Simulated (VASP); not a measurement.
A run of VASP 6.6.1:

Contents of INCAR:

```
ALGO = Normal
EDIFF = 1E-6
ENCUT = 520
GGA = PE
ISIF = 2
ISMEAR = -1
LASPH = T
LCHARG = T
LELF = T
LREAL = F
LVHAR = T
LWAVE = F
NBANDS = 15
NELM = 80
PREC = Accurate
SIGMA = 0.05
```

File KPOINTS:

```
k-points
0
Gamma
  5 5 5
```

The input POSCAR:

```
SrO
1.0
    0.0000000000      2.5663000000      2.5663000000
    2.5663000000      0.0000000000      2.5663000000
    2.5663000000      2.5663000000      0.0000000000
Sr O
1 1
Direct
    0.5000000000      0.5000000000      0.5000000000
    0.0000000000      0.0000000000      0.0000000000
```

Potentials or basis: VASP PAW PBE potentials, release 64 (Sr_sv, O).

Launch:

```console
$ cat potpaw_PBE.64/Sr_sv/POTCAR potpaw_PBE.64/O/POTCAR > POTCAR
$ mpirun -np 1 vasp_std > vasp.out
```

Hardware: 1 thread of Intel(R) Xeon(R) Platinum 8559C (Emerald Rapids) (shared host).

Problem. How long does it take, and how much memory?

Solution. Run time: 5.3 s on 1 thread of Intel(R) Xeon(R) Platinum 8559C (Emerald Rapids), on a shared host, peak memory 0.15 GiB. Counts: scf iterations 13, k points 10.
